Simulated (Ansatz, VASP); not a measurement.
**Two plane-wave programs on SnSe**

Contents of INCAR:

```
  PREC = Accurate
  ENCUT = 520
  EDIFF = 1E-6
  ISMEAR = -1
  SIGMA = 0.1
  LREAL = False
  LASPH = True
  NELM = 60
  ALGO = Normal
  ISIF = 2
  LWAVE = False
  LCHARG = True
  GGA = PE
  LELF = True
  LVHAR = True
  NBANDS = 17
```

KPOINTS

```
regular mesh
0
Gamma
  14 14 14
```

The input POSCAR:

```
SnSe
1.0
    0.0000000000      3.0309478794      3.0309478794
    3.0309478794      0.0000000000      3.0309478794
    3.0309478794      3.0309478794      0.0000000000
Sn Se
1 1
Direct
    0.0000000000      0.0000000000      0.0000000000
    0.5000000000      0.5000000000      0.5000000000
```

Input for Ansatz:

```yaml
crystal:
  lattice:
    - [0.0, 3.0309478794, 3.0309478794]
    - [3.0309478794, 0.0, 3.0309478794]
    - [3.0309478794, 3.0309478794, 0.0]
  atoms:
    - { symbol: Sn, position: [0.0, 0.0, 0.0] }
    - { symbol: Se, position: [0.5, 0.5, 0.5] }
kpoints:
  mp_grid: { grid: [14, 14, 14] }
scf:
  occupations: { method: fermi_dirac, width: 0.1 }
hamiltonian:
  xc: pbe
  pseudopotentials: { kind: nc }
output:
  forces: true
  stress: true
  eigenvalues: true
```

Change from the starting cell: volume scaled by 1, norm-conserving files.

Alike in both runs: task single point; functional PBE; k mesh 14 × 14 × 14; occupations fermi-dirac, width 0.1 eV; no spin polarisation.

```csv
,VASP,Ansatz
version,VASP 6.6.1,Ansatz 0.2.0
potentials or method,"VASP PAW PBE potentials, release 64 (Sn_d, Se)",scalar-relativistic
plane-wave cutoff (eV),520,1170
valence electrons in the cell,20,30
```

|  | VASP | Ansatz | Ansatz less VASP |
| --- | --- | --- | --- |
| pressure (GPa) | 0.0 | 0.0 | 0.00 |

With one functional, cell and mesh, what is left measures potentials, basis and numerics. VASP's potentials hold 20 valence electrons a cell and Ansatz's 30, so a difference there can come from the potentials and not from the codes.
